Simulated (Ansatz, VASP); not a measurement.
Two plane-wave programs on BeTe

File INCAR:

```
SYSTEM = BeTe
PREC = Accurate
ENCUT = 520
EDIFF = 1E-6
ISMEAR = -1
SIGMA = 0.02
LREAL = .FALSE.
LASPH = .TRUE.
NELM = 100
ALGO = Normal
ISIF = 2
LWAVE = .FALSE.
LCHARG = .FALSE.
GGA = PE
NBANDS = 11
```

KPOINTS

```
Automatic mesh
0
G
  8 8 8
  0 0 0
```

POSCAR

```
BeTe
1.0
    0.0000000000      2.8286236287      2.7426334704
    2.8286236287      0.0000000000      2.7426334704
    2.8286236287      2.8286236287      0.0000000000
Be Te
1 1
Direct
    0.0000000000      0.0000000000      0.0000000000
    0.2500000000      0.2500000000      0.2500000000
```

Input for Ansatz:

```yaml
crystal:
  lattice:
    - [0.0, 2.8286236287, 2.7426334704]
    - [2.8286236287, 0.0, 2.7426334704]
    - [2.8286236287, 2.8286236287, 0.0]
  atoms:
    - { symbol: Be, position: [0.0, 0.0, 0.0] }
    - { symbol: Te, position: [0.25, 0.25, 0.25] }
kpoints:
  mp_grid: { grid: [8, 8, 8] }
  band_path:
    path:
      - [0.0, 0.0, 0.0]
      - [-0.5, -0.5, 0.0]
      - [-0.375, -0.375, 0.25]
      - [-0.375, 0.0, 0.375]
      - [0.0, 0.0, 0.5]
      - [-0.5, -0.25, 0.25]
    npoints: 1
hamiltonian:
  xc: pbe
scf:
  occupations: { method: fermi_dirac, width: 0.02 }
  n_extra_bands: 4
output:
  forces: true
  stress: true
  eigenvalues: true
  write_density: true
  write_potential: true
  elf: true
  volumetric_format: npy
```

Change from the starting cell: uniaxial_z strain -3.0%.

Alike in both runs: task single point; functional PBE; k mesh 8 × 8 × 8; occupations fermi-dirac, width 0.02 eV; no spin polarisation.

|  | VASP | Ansatz |
| --- | --- | --- |
| version | VASP 6.6.1 | Ansatz 0.2.0 |
| potentials or method | VASP PAW PBE potentials, release 64 (Be, Te) | plane waves, PAW |
| plane-wave cutoff (eV) | 520 | 420 |
| valence electrons in the cell | 8 | 18 |

|  | VASP | Ansatz | Ansatz less VASP |
| --- | --- | --- | --- |
| gap on the k mesh at the Fermi level (eV) | 1.69 | 1.70 | +0.015 |
| pressure (GPa) | 2.2 | 2.1 | -0.16 |
| traceless stress, the component that is largest in VASP (GPa) | 1.19 | 1.20 | +0.006 |

VASP's potentials hold 8 valence electrons a cell and Ansatz's 18, so a difference there can come from the potentials and not from the codes.

Spin-orbit coupling is off throughout.
